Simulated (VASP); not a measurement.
Crystal: LaGe2Pb2.

```
CELL_PARAMETERS angstrom
7.07080 0.00000 0.00000
0.00000 7.07080 0.00000
0.00000 0.00000 5.18163
ATOMIC_POSITIONS crystal
La 0.00000 0.00000 0.00000
La 0.50000 0.50000 0.00000
Ge 0.36130 0.86130 0.50000
Ge 0.13870 0.36130 0.50000
Ge 0.63870 0.13870 0.50000
Ge 0.86130 0.63870 0.50000
Pb 0.16010 0.66010 0.50000
Pb 0.33990 0.16010 0.50000
Pb 0.83990 0.33990 0.50000
Pb 0.66010 0.83990 0.50000
```

Base run:

```yaml
Program: VASP 6.6.1
Functional: PBE
Potentials_or_basis: VASP PAW PBE potentials, release 64 (La, Ge_d, Pb_d)
Cutoff: 520 eV
k_mesh: 3 × 3 × 4
Occupations: methfessel-paxton, width 0.1913 eV
Spin: no spin polarisation
```

Its results: band gap on the k mesh zero (band 67 reaches 9.04 eV, above the bottom of band 68 at 8.45 eV); pressure 67.1 GPa; largest force 0.955 eV/Å.

Q: The run is repeated on the same cell with these changes: functional from PBE to PBEsol. What comes out?

A: Band gap on the k mesh zero (band 67 reaches 8.86 eV, above the bottom of band 68 at 8.28 eV); pressure 63.0 GPa; largest force 0.863 eV/Å.

PBEsol binds more tightly than PBE, so the same cell stands under less pressure.

Caveats: spin-orbit coupling is left out, which moves the levels of the heavy elements; the PAW data sets were made with another functional, which shifts forces and pressure a little (some runs).
